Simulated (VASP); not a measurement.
Runs of VASP 6.6.1 on PbSe (Clausthalite). The structure is that of space group Fm-3m (No. 225), or close to it. The cells are those of the table. 

```csv
cell,gap on the mesh (eV),pressure (GPa)
"a = 4.413 Å, angles 60.0°, 2 atoms",0.77,-1.5
"a = 4.299 Å, angles 60.0°, 2 atoms",0.51,2.7
"a = 4.385 Å, angles 60.0°, 2 atoms",0.71,-0.6
"a = 4.240 Å, angles 60.0°, 2 atoms",(a),5.6
"a = 4.357 Å, angles 60.0°, 2 atoms",(c),(b)
"a = 4.270 Å, angles 60.0°, 2 atoms",0.43,4.1
```

Alike in all rows: task single point; level r2SCAN; potentials or basis VASP PAW PBE potentials, release 64 (Pb_d, Se); no spin polarisation; k mesh 6 × 6 × 6; cutoff (eV) 520; smearing gaussian 0.01 eV.

Fill in the values left out.

(a) 0.34; (b) 0.4; (c) 0.65.

Caveats: the PAW data sets were made with another functional, which shifts forces and pressure a little; spin-orbit coupling is left out, which moves the levels of the heavy elements.

A k mesh can miss the band edges, and the runs leave out spin-orbit coupling on Pb, Se.
